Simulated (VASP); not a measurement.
A run of VASP 6.6.1 is set up as follows.

Contents of INCAR:

```
SYSTEM = MgO2
PREC     = Accurate       ! precision mode
ENCUT    = 840            ! plane-wave cutoff, eV
EDIFF    = 1E-6           ! SCF threshold, eV
ISMEAR   = 0              ! smearing method
SIGMA    = 0.02           ! smearing width, eV
LREAL    = .FALSE.        ! projectors in reciprocal space
LASPH    = .TRUE.         ! aspherical terms in the spheres
NELM     = 120            ! most SCF steps
ALGO     = Normal         ! electronic algorithm
ISIF     = 2              ! what is computed and relaxed
LWAVE    = .FALSE.        ! write WAVECAR
LCHARG   = .FALSE.        ! write CHGCAR
GGA      = PS             ! functional
NBANDS   = 56             ! bands
GGA_COMPAT= .FALSE.
```

The input KPOINTS:

```
Automatic mesh
0
G
  6 6 6
  0 0 0
```

Contents of POSCAR:

```
MgO2
1.0
    4.9357731059      0.0000000000      0.0000000000
    0.0000000000      4.9357731059      0.0000000000
    0.0000000000      0.0000000000      4.9357731059
Mg O
4 8
Direct
    0.0000000000      0.5000000000      0.5000000000
    0.5000000000      0.5000000000      0.0000000000
    0.5000000000      0.0000000000      0.5000000000
    0.0000000000      0.0000000000      0.0000000000
    0.4127151144      0.0872848856      0.9127151144
    0.0872848856      0.9127151144      0.4127151144
    0.9127151144      0.4127151144      0.0872848856
    0.5872848856      0.5872848856      0.5872848856
    0.4127151144      0.4127151144      0.4127151144
    0.0872848856      0.5872848856      0.9127151144
    0.9127151144      0.0872848856      0.5872848856
    0.5872848856      0.9127151144      0.0872848856
```

Potentials or basis: VASP PAW PBE potentials, release 64 (Mg_sv, O).

Run with:

```console
$ cat potpaw_PBE.64/Mg_sv/POTCAR potpaw_PBE.64/O/POTCAR > POTCAR
$ mpirun -np 1 vasp_std > vasp.out
```

(1) Predict the largest force.

(2) What does it give for the pressure?

## Answers

(1) 0.137 eV/Å.

(2) -6.6 GPa.

Caveat: the cell stands under tension; the PAW data sets were made with another functional, which shifts forces and pressure a little.
